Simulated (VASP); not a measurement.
# MgO (P6_3mc) in VASP: further runs

MgO is run at these levels: PBEsol; tasks: single point.

Everything below comes from runs of VASP 6.6.1. Logs are shortened: lines on timing, memory, paths and dates and some standing lists are left out, and cuts for length are marked.

**1. The cell of the first run**

Symmetry: P6_3mc, No. 186, hexagonal system. Conventional cell: a = 3.188 Å, b = 3.188 Å, c = 5.019 Å, α = 90.00°, β = 90.00°, γ = 120.00°. Mg (site symmetry 3m) has 4 O at 1.91 to 1.99 Å within 2.5 Å. Within 2.5 Å of O (site symmetry 3m) lie 4 Mg at 1.91 to 1.99 Å.

**2. Single point, PBEsol**

The input, INCAR:

```
PREC     = Accurate       # precision mode
ENCUT    = 520            # plane-wave cutoff, eV
EDIFF    = 1E-6           # SCF threshold, eV
ISMEAR   = 0              # smearing method
SIGMA    = 0.05           # smearing width, eV
LREAL    = F              # projectors in reciprocal space
LASPH    = T              # aspherical terms in the spheres
NELM     = 100            # most SCF steps
ALGO     = Normal         # electronic algorithm
ISIF     = 2              # what is computed and relaxed
LWAVE    = F              # write WAVECAR
LCHARG   = T              # write CHGCAR
GGA      = PS             # functional
LELF     = T              # ELF
LVHAR    = T            
NBANDS   = 16             # bands
```

The input, KPOINTS:

```
Automatic mesh
0
Gamma
  9 9 6
```

The input, POSCAR:

```
MgO
1.0
    3.1878000000      0.0000000000      0.0000000000
   -1.5939000000      2.7607157822      0.0000000000
    0.0000000000      0.0000000000      5.0193879762
Mg O
2 2
Direct
    0.3333333333      0.6666666667      0.0036583380
    0.6666666667      0.3333333333      0.5036583380
    0.3333333333      0.6666666667      0.4009416620
    0.6666666667      0.3333333333      0.9009416620
```

Potentials or basis: VASP PAW PBE potentials, release 64 (Mg, O).

On the command line:

```sh
$ cat potpaw_PBE.64/Mg/POTCAR potpaw_PBE.64/O/POTCAR > POTCAR
$ mpirun -np 1 vasp_std > vasp.out
```

OUTCAR:

```text
PREC = Accurate
   ENCUT = 520
   EDIFF = 1E-6
   ISMEAR = 0
   LREAL = F
   LASPH = T
   NELM = 100
   ISIF = 2
   GGA = PS

 ion  position               nearest neighbor table
   1  0.333  0.667  0.004-   4 1.91   4 1.91   4 1.91   3 1.99   2 3.11   2 3.11   2 3.11   2 3.11
                             2 3.11   2 3.11
   2  0.667  0.333  0.504-   3 1.91   3 1.91   3 1.91   4 1.99   1 3.11   1 3.11   1 3.11   1 3.11
                             1 3.11   1 3.11
   3  0.333  0.667  0.401-   2 1.91   2 1.91   2 1.91   1 1.99
   4  0.667  0.333  0.901-   1 1.91   1 1.91   1 1.91   2 1.99

  LATTYP: Found a hexagonal cell.
 ALAT       =     3.1878000000
 C/A-ratio  =     1.5745617593

  Lattice vectors:

 A1 = (   3.1878000000,   0.0000000000,   0.0000000000)
 A2 = (  -1.5939000000,   2.7607157822,   0.0000000000)
 A3 = (   0.0000000000,   0.0000000000,   5.0193879762)

Analysis of symmetry for initial positions (statically):
=====================================================================
 Subroutine PRICEL returns:
 Original cell was already a primitive cell.

 Routine SETGRP: Setting up the symmetry group for a
 hexagonal supercell.

 Subroutine GETGRP returns: Found 12 space group operations
 (whereof  6 operations were pure point group operations)
 out of a pool of 24 trial point group operations.

The static configuration has the point symmetry C_3v.
 The point group associated with its full space group is C_6v.

Analysis of symmetry for dynamics (positions and initial velocities):
=====================================================================
 Subroutine PRICEL returns:
 Original cell was already a primitive cell.

 Routine SETGRP: Setting up the symmetry group for a
 hexagonal supercell.

 Subroutine GETGRP returns: Found 12 space group operations
 (whereof  6 operations were pure point group operations)
 out of a pool of 24 trial point group operations.

The dynamic configuration has the point symmetry C_3v.
 The point group associated with its full space group is C_6v.

 Subroutine INISYM returns: Found 12 space group operations
 (whereof  6 operations are pure point group operations),
 and found     1 'primitive' translations

----------------------------------------------------------------------------------------

                                     Primitive cell

  volume of cell :      44.1737

  direct lattice vectors                    reciprocal lattice vectors
     3.187800000  0.000000000  0.000000000     0.313695966  0.181112450  0.000000000
    -1.593900000  2.760715782  0.000000000     0.000000000  0.362224901  0.000000000
     0.000000000  0.000000000  5.019387976     0.000000000  0.000000000  0.199227476

  length of vectors
     3.187800000  3.187800000  5.019387976     0.362224901  0.362224901  0.199227476

  position of ions in fractional coordinates (direct lattice)
     0.333333333  0.666666667  0.003658338
     0.666666667  0.333333333  0.503658338
     0.333333333  0.666666667  0.400941662
     0.666666667  0.333333333  0.900941662

  ion indices of the primitive-cell ions
   primitive index   ion index
                 1           1
                 2           2
                 3           3
                 4           4

----------------------------------------------------------------------------------------

 KPOINTS: Automatic mesh

Automatic generation of k-mesh.
 Grid dimensions read from file:
 generate k-points for:    9    9    6

 Generating k-lattice:

  Cartesian coordinates                     Fractional coordinates (reciprocal lattice)
     0.034855107  0.020123606  0.000000000     0.111111111  0.000000000  0.000000000
     0.000000000  0.040247211  0.000000000     0.000000000  0.111111111  0.000000000
     0.000000000  0.000000000  0.033204579     0.000000000  0.000000000  0.166666667

  Length of vectors
     0.040247211  0.040247211  0.033204579

  Shift w.r.t. Gamma in fractional coordinates (k-lattice)
     0.000000000  0.000000000  0.000000000

 Subroutine IBZKPT returns following result:
 ===========================================

 Found     48 irreducible k-points:

 Following reciprocal coordinates:
            Coordinates               Weight
  0.000000  0.000000  0.000000      1.000000
  0.111111 -0.000000  0.000000      6.000000
  0.222222  0.000000  0.000000      6.000000
  0.333333  0.000000  0.000000      6.000000
  0.444444  0.000000  0.000000      6.000000
  0.111111  0.111111  0.000000      6.000000
[... 16 lines left out ...]
  0.333333  0.222222  0.166667     24.000000
  0.333333  0.333333  0.166667      4.000000
 [... further k-points ...]
   k-points           NKPTS =     48   k-points in BZ     NKDIM =     48   number of bands    NBANDS=     16
   number of dos      NEDOS =    301   number of ions     NIONS =      4
   total plane-waves  NPLWV =  23040
   dimension x,y,z NGX =    24 NGY =   24 NGZ =   40
   dimension x,y,z NGXF=    48 NGYF=   48 NGZF=   80
   ions per type =               2   2
   NGX,Y,Z   is equivalent  to a cutoff of  12.52, 12.52, 13.25 a.u.
   NGXF,Y,Z  is equivalent  to a cutoff of  25.03, 25.03, 26.50 a.u.
 SYSTEM =  unknown system
   PREC   = accura    normal or accurate (medium, high low for compatibility)
   ISTART =      0    job   : 0-new  1-cont  2-samecut
   ICHARG =      2    charge: 1-file 2-atom 10-const
   ISPIN  =      1    spin polarized calculation?
   LNONCOLLINEAR =      F non collinear calculations
   LSORBIT =      F    spin-orbit coupling
   LASPH  =      T    aspherical Exc in radial PAW
   ENCUT  =  520.0 eV  38.22 Ry    6.18 a.u.   5.93  5.93  9.33*2*pi/ulx,y,z
   NELM   =    100;   NELMIN=  2; NELMDL= -5     # of ELM steps
   EDIFF  = 0.1E-05   stopping-criterion for ELM
   LREAL  =      F    real-space projection
   EDIFFG = 0.1E-04   stopping-criterion for IOM
   NSW    =      0    number of steps for IOM
   IBRION =     -1    ionic relax: 0-MD 1-quasi-New 2-CG
   NFREE  =      0    steps in history (QN), initial steepest desc. (CG)
   ISIF   =      2    stress and relaxation
   ISYM   =      2    0-nonsym 1-usesym 2-fastsym
   POTIM  = 0.5000    time-step for ionic-motion
   TEBEG  =    0.0;   TEEND  =   0.0 temperature during run
   PSTRESS=    0.0 pullay stress
   NELECT =      16.0000    total number of electrons
   NUPDOWN=      -1.0000    fix difference up-down
   EMIN   =  10.00;   EMAX   =-10.00  energy-range for DOS
   EFERMI =   0.00;   METHOD = LEGACY
   ISMEAR =     0;   SIGMA  =   0.05  broadening in eV -4-tet -1-fermi 0-gaus
   EFERMI_NEDOS =   21; number of points for ismear=-14 and -15
   IALGO  =     38    algorithm
   IMIX   =      4    mixing-type and parameters
     AMIX     =   0.40;   BMIX     =  1.00
     AMIX_MAG =   1.60;   BMIX_MAG =  1.00
  volume/ion in A,a.u.               =      11.04        74.52
  Fermi-wavevector in a.u.,A,eV,Ry     =   1.166972  2.205257 18.528725  1.361823
  Thomas-Fermi vector in A             =   2.303478
   LORBIT       =      0    0 simple, 1 ext, 2 COOP (PROOUT), +10 PAW based schemes
   GGA     = PS    functional components
   LHFCALC =     F    Hartree Fock is set to
   AEXX    =    0.0000 exact exchange contribution
   IVDW    =     0    specifies the selected vdW correction
   LEPSILON=     F    determine dielectric tensor
   LRPA    =     F    only Hartree local field effects (RPA)
 non-spin polarized calculation
 Gauss-broadening in eV      SIGMA  =   0.05
  energy-cutoff  :      520.00
  volume of cell :       44.17
 maximum number of plane-waves:      1202
 NGX is ok and might be reduce to    24
   NGX = 11   NGY = 11   NGZ = 19

 number of electron      15.9999997 magnetization

 Free energy of the ion-electron system (eV)
  ---------------------------------------------------
  ext. energy  EPLUGINS =         0.00000000
  ---------------------------------------------------
  free energy    TOTEN  =       -24.41855009 eV

  energy without entropy =      -24.41855009  energy(sigma->0) =      -24.41855009

 E-fermi :   1.5392     XC(G=0): -10.2738

 val. band max:        1.2985222187   @ k =   0.0000   0.0000   0.0000
 cond. band min:       5.1190564887   @ k =   0.0000   0.0000   0.0000
 fundamental gap:      3.8205342700
 Fermi energy:         1.5391606197

 k-point     1 :       0.0000    0.0000    0.0000
  band No.  band energies     occupation
      1     -15.0192      2.00000
      2     -14.1509      2.00000
      3      -2.2174      2.00000
      4       0.6674      2.00000
      5       0.6674      2.00000
      6       0.9525      2.00000
[... 8 lines left out ...]
     15      18.7675      0.00000
     16      18.7675      0.00000

 k-point     2 :       0.1111   -0.0000    0.0000
  band No.  band energies     occupation
      1     -14.9448      2.00000
      2     -14.1203      2.00000
      3      -2.0828      2.00000
      4       0.3169      2.00000
      5       0.5586      2.00000
      6       0.5820      2.00000
[... 8 lines left out ...]
     15      18.3005      0.00000
     16      18.5283      0.00000

 k-point     3 :       0.2222    0.0000    0.0000
  band No.  band energies     occupation
      1     -14.7446      2.00000
      2     -14.0476      2.00000
      3      -1.7033      2.00000
      4      -0.5774      2.00000
      5      -0.0622      2.00000
      6       0.4042      2.00000
[... 8 lines left out ...]
     15      17.1696      0.00000
     16      17.6493      0.00000

 k-point     4 :       0.3333    0.0000    0.0000
  band No.  band energies     occupation
      1     -14.4859      2.00000
      2     -13.9836      2.00000
      3      -1.4290      2.00000
      4      -1.1416      2.00000
      5      -0.6289      2.00000
      6       0.2329      2.00000
[... 8 lines left out ...]
     15      16.4833      0.00000
     16      17.9158      0.00000

 k-point     5 :       0.4444    0.0000    0.0000
  band No.  band energies     occupation
      1     -14.2762      2.00000
      2     -13.9745      2.00000
      3      -1.8952      2.00000
      4      -0.9997      2.00000
      5      -0.5874      2.00000
      6       0.1314      2.00000
[... 8 lines left out ...]
     15      16.2122      0.00000
     16      18.2250      0.00000

 k-point     6 :       0.1111    0.1111    0.0000
  band No.  band energies     occupation
      1     -14.8075      2.00000
      2     -14.0686      2.00000
      3      -1.8252      2.00000
      4      -0.2326      2.00000
      5      -0.0272      2.00000
      6       0.5606      2.00000
[... 8 lines left out ...]
     15      17.0965      0.00000
     16      18.0031      0.00000
[... 267 lines left out ...]
 k-point    21 :       0.4444    0.1111    0.1667
  band No.  band energies     occupation
      1     -14.1952      2.00000
      2     -13.9942      2.00000
      3      -1.9283      2.00000
      4      -1.1907      2.00000
      5      -0.3592      2.00000
      6       0.0979      2.00000
[... 8 lines left out ...]
     15      15.8504      0.00000
     16      18.2296      0.00000

 k-point    22 :       0.2222    0.2222    0.1667
  band No.  band energies     occupation
      1     -14.3320      2.00000
      2     -13.9917      2.00000
      3      -1.4424      2.00000
      4      -1.2672      2.00000
      5      -0.2764      2.00000
      6      -0.1170      2.00000
[... 8 lines left out ...]
     15      15.9190      0.00000
     16      18.7122      0.00000

 k-point    23 :       0.3333    0.2222    0.1667
  band No.  band energies     occupation
      1     -14.1600      2.00000
      2     -13.9938      2.00000
      3      -1.6543      2.00000
      4      -1.0790      2.00000
      5      -0.5816      2.00000
      6       0.0050      2.00000
[... 8 lines left out ...]
     15      15.5514      0.00000
     16      18.7965      0.00000

 k-point    24 :       0.3333    0.3333    0.1667
  band No.  band energies     occupation
      1     -14.0476      2.00000
      2     -14.0476      2.00000
      3      -1.4874      2.00000
      4      -0.9120      2.00000
      5      -0.9120      2.00000
      6      -0.2377      2.00000
[... 8 lines left out ...]
     15      15.1370      0.00000
     16      19.8558      0.00000

 [... further k-points ...]
[... 5 lines left out ...]
  --------------------------------------------------------------------------------------
  -------------------------------------------------------------------------------------
  Total        3.8434893      3.8434893      1.0435777      0.0000000      0.0000000      0.0000000
  in kB      139.4031937    139.4031937     37.8505185      0.0000000      0.0000000      0.0000000
  external PRESSURE =     105.5523020 kB  Pullay stress =       0.0000000 kB

 VOLUME and BASIS-vectors are now :
 -----------------------------------------------------------------------------
  energy-cutoff  :      520.00
  volume of cell :       44.17
      direct lattice vectors                 reciprocal lattice vectors
     3.187800000  0.000000000  0.000000000     0.313695966  0.181112450  0.000000000
    -1.593900000  2.760715782  0.000000000     0.000000000  0.362224901  0.000000000
     0.000000000  0.000000000  5.019387976     0.000000000  0.000000000  0.199227476

 POSITION                                       TOTAL-FORCE (eV/Angst)
 -----------------------------------------------------------------------------------
     -0.00000      1.84048      0.01836        -0.000000      0.000000      0.379768
      1.59390      0.92024      2.52806         0.000000      0.000000      0.379768
     -0.00000      1.84048      2.01248         0.000000     -0.000000     -0.379768
      1.59390      0.92024      4.52218        -0.000000      0.000000     -0.379768
 -----------------------------------------------------------------------------------
    total drift:                               -0.000000     -0.000000     -0.000306

  FREE ENERGIE OF THE ION-ELECTRON SYSTEM (eV)
  ---------------------------------------------------
  free  energy   TOTEN  =       -24.4185500915 eV

  energy  without entropy=      -24.4185500915  energy(sigma->0) =      -24.41855009
```

It took 15 s on 1 thread of AMD EPYC 9R45 (Zen 5), shared host; peak memory 0.14 GiB.

Results:

```
Free energy            : -24.4186 eV
Pressure               : 10.6 GPa
Largest force          : 0.380 eV/Å
Band gap on the k mesh : 3.82 eV, direct
```

Forces in eV/Å, atoms in the order of the input:
```
Mg   0.000  0.000  0.380
Mg   0.000  0.000  0.380
O    0.000  0.000 -0.380
O    0.000  0.000 -0.380
```

Caveat: the PAW data sets were made with another functional, which shifts forces and pressure a little. Expect the measured gap to be larger: semilocal functionals such as PBEsol lack the derivative discontinuity.

**3. Single point, PBEsol**

This run uses another cell than the first one, of 12.33 Å³/atom, 1.117 times its volume.

The input, INCAR:

```
PREC = Accurate
ENCUT = 520
EDIFF = 1E-6
ISMEAR = 0
SIGMA = 0.05
LREAL = False
LASPH = True
NELM = 100
ALGO = Normal
ISIF = 2
LWAVE = False
LCHARG = False
GGA = PS
NBANDS = 16
```

The input, KPOINTS:

```
regular mesh
0
Gamma
  9 9 6
```

The input, POSCAR:

```
MgO
1.0
    3.3034678116      0.0000000000      0.0000000000
   -1.6517339058      2.8608870454      0.0000000000
    0.0000000000      0.0000000000      5.2202000000
Mg O
2 2
Direct
    0.3333333333      0.6666666667      0.0036583380
    0.6666666667      0.3333333333      0.5036583380
    0.3333333333      0.6666666667      0.4009416620
    0.6666666667      0.3333333333      0.9009416620
```

Potentials or basis: VASP PAW PBE potentials, release 64 (Mg, O).

On the command line:

```sh
$ cat potpaw_PBE.64/Mg/POTCAR potpaw_PBE.64/O/POTCAR > POTCAR
$ mpirun -np 1 vasp_std > vasp.out
```

Wall time 42 s (1 thread of Intel Xeon Platinum 8259CL at 2.50GHz (Skylake/Cascade Lake), shared host); peak memory 0.19 GiB.

Results (log left out):

- Free energy: -24.5010 eV
- Pressure: -4.1 GPa
- Largest force: 0.322 eV/Å
- Band gap on the k mesh: 3.21 eV, direct

Forces in eV/Å, atoms in the order of the input:
```
Mg   0.000  0.000  0.322
Mg   0.000  0.000  0.322
O    0.000  0.000 -0.322
O    0.000  0.000 -0.322
```

Stress tensor (GPa, compression positive):
```
-2.18  0.00  0.00
 0.00 -2.18  0.00
 0.00  0.00 -7.92
```

Levels at points of the mesh, in eV from the valence-band top:
```csv
k point,band 6,band 7,band 8,band 9,band 10,band 11
"(0.00, 0.00, 0.00)",-0.31,-0.31,0.00,3.21,8.23,9.68
"(0.00, 0.00, 0.50)",-0.45,-0.45,-0.45,5.66,5.66,12.50
```

Caveat: the PAW data sets were made with another functional, which shifts forces and pressure a little. A k mesh can miss the band edges.

**4. Single point, PBEsol**

This run uses another cell than the first one, of 12.36 Å³/atom, 1.120 times its volume.

The input, INCAR:

```
PREC = Accurate ; ENCUT = 520
EDIFF = 1E-6 ; ISMEAR = 0
SIGMA = 0.05 ; LREAL = False
LASPH = True ; NELM = 80
ALGO = Normal ; ISIF = 2
LWAVE = False ; LCHARG = False
GGA = PS ; NBANDS = 16
```

The input, KPOINTS:

```
Automatic mesh
0
Gamma
  9 9 6
```

The input, POSCAR:

```
MgO
1.0
    3.2457000000      0.0000000000      0.0000000000
   -1.6228500000      2.8108586531      0.0000000000
    0.0000000000      0.0000000000      5.4209000000
Mg O
2 2
Direct
    0.3333333333      0.6666666667      0.0036583380
    0.6666666667      0.3333333333      0.5036583380
    0.3333333333      0.6666666667      0.4009416620
    0.6666666667      0.3333333333      0.9009416620
```

On the command line:

```sh
$ cat potpaw_PBE.64/Mg/POTCAR potpaw_PBE.64/O/POTCAR > POTCAR
$ mpirun -np 1 vasp_std > vasp.out
```

Wall time 35 s (1 thread of Intel Xeon Platinum 8259CL at 2.50GHz (Skylake/Cascade Lake), shared host); peak memory 0.18 GiB.

The run converged. Its results:

```
Free energy            : -24.3848 eV
Pressure               : -2.7 GPa
Largest force          : 0.596 eV/Å
Band gap on the k mesh : 3.28 eV, direct
```

Forces on the atoms (eV/Å):
```
Mg   0.000  0.000  0.596
Mg   0.000  0.000  0.596
O    0.000  0.000 -0.596
O    0.000  0.000 -0.596
```

Stress tensor (GPa, compression positive):
```
  2.03   0.00   0.00
  0.00   2.03   0.00
  0.00   0.00 -12.15
```

Levels at points of the mesh, in eV from the valence-band top:
```
           k point  band 4  band 5  band 6  band 7  band 8  band 9  band 10  band 11  band 12  band 13
(0.00, 0.00, 0.00)   -0.37   -0.37   -0.17   -0.17    0.00    3.28     8.44     9.42    14.78    14.78
(0.00, 0.00, 0.50)   -1.92   -0.27   -0.27   -0.27   -0.27    5.71     5.71    12.25    12.25    15.23
```

Caveat: the PAW data sets were made with another functional, which shifts forces and pressure a little. A k mesh can miss the band edges.

(Continued in part 2 of 2.)
